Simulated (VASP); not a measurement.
A run of VASP 6.6.1 is set up as follows.

File INCAR:

```
PREC = Accurate
ENCUT = 520
EDIFF = 1E-6
ISMEAR = 0
SIGMA = 0.05
LREAL = False
LASPH = True
NELM = 100
ALGO = Normal
ISIF = 2
LWAVE = False
LCHARG = False
GGA = PS
NBANDS = 16
```

Contents of KPOINTS:

```
regular mesh
0
Gamma
  9 9 6
```

File POSCAR:

```
MgO
1.0
    3.6170832098      0.0000000000      0.0000000000
   -1.8085416049      3.1324859473      0.0000000000
    0.0000000000      0.0000000000      3.9010833038
Mg O
2 2
Direct
    0.6827906017      0.3655812035      0.7500000000
    0.3172093983      0.6344187965      0.2500000000
    0.6547947950      0.3095895900      0.2500000000
    0.3452052050      0.6904104100      0.7500000000
```

Potentials or basis: VASP PAW PBE potentials, release 64 (Mg, O).

Launch:

```bash
$ cat potpaw_PBE.64/Mg/POTCAR potpaw_PBE.64/O/POTCAR > POTCAR
$ mpirun -np 1 vasp_std > vasp.out
```

Task: Predict the largest force.

Result: 0.599 eV/Å.

Task: Predict the band gap on the k mesh.

Result: 3.34 eV, direct.

Task: What does it give for the pressure?

Result: 4.1 GPa.

Forces on the atoms (eV/Å):
```
Mg   0.000 -0.599  0.000
Mg   0.000  0.599  0.000
O    0.000  0.517  0.000
O    0.000 -0.517  0.000
```

Caveat: the cell differs from its parent crystal (mode 5 frozen in at +0.098 Å, strain +e along z and -e/2 along x and y -0.0700); the PAW data sets were made with another functional, which shifts forces and pressure a little.
